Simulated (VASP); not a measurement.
Write the native input for VASP 6.6.1 that does the following.

| Property | Result |
| --- | --- |
| Task | single point |
| Functional | PBE |
| Potentials or basis | VASP PAW PBE potentials, release 64 (Mg, F) |
| Cutoff | 600 eV |
| k mesh | 6 × 6 × 8 |
| Occupations | gaussian, width 0.02 eV |
| Spin | no spin polarisation |
| Dipole correction | no |
| Further INCAR settings | ALGO = Normal; EDIFF = 1e-06; NBANDS = 25 |

The structure of MgF2 lies in POSCAR:

```
MgF2
1.0
    4.5566536170      0.0000000000      0.0000000000
    0.0000000000      4.5566536170      0.0000000000
    0.0000000000      0.0000000000      3.1571453712
Mg F
2 4
Direct
    0.5000000000      0.5000000000      0.5000000000
    0.0000000000      0.0000000000      0.0000000000
    0.6959725608      0.6959725608      0.0000000000
    0.8040274392      0.1959725608      0.5000000000
    0.3040274392      0.3040274392      0.0000000000
    0.1959725608      0.8040274392      0.5000000000
```

This cell differs from its parent crystal: biaxial strain in the a-b plane: -3.0 %, then relaxed in part.

These files were run (other wordings do the same):

INCAR

```
PREC = Accurate
ENCUT = 600
EDIFF = 1E-6
ISMEAR = 0
SIGMA = 0.02
LREAL = False
LASPH = True
NELM = 120
ALGO = Normal
ISIF = 2
LWAVE = False
LCHARG = False
GGA = PE
NBANDS = 25
GGA_COMPAT = False
```

KPOINTS

```
Automatic mesh
0
Gamma
  6 6 8
```

Potentials or basis: VASP PAW PBE potentials, release 64 (Mg, F).

The run is started by

```bash
$ cat potpaw_PBE.64/Mg/POTCAR potpaw_PBE.64/F/POTCAR > POTCAR
$ mpirun -np 1 vasp_std > vasp.out
```

Results of the run:

The pressure is 2.7 GPa and the band gap on the k mesh is 7.00 eV, direct.

Caveat: the cell differs from its parent crystal (biaxial strain in the a-b plane: -3.0 %, then relaxed in part).

Wall time 27 s on 1 thread of Intel(R) Xeon(R) 6975P-C (Granite Rapids), with other jobs on the host, peak memory 0.23 GiB.
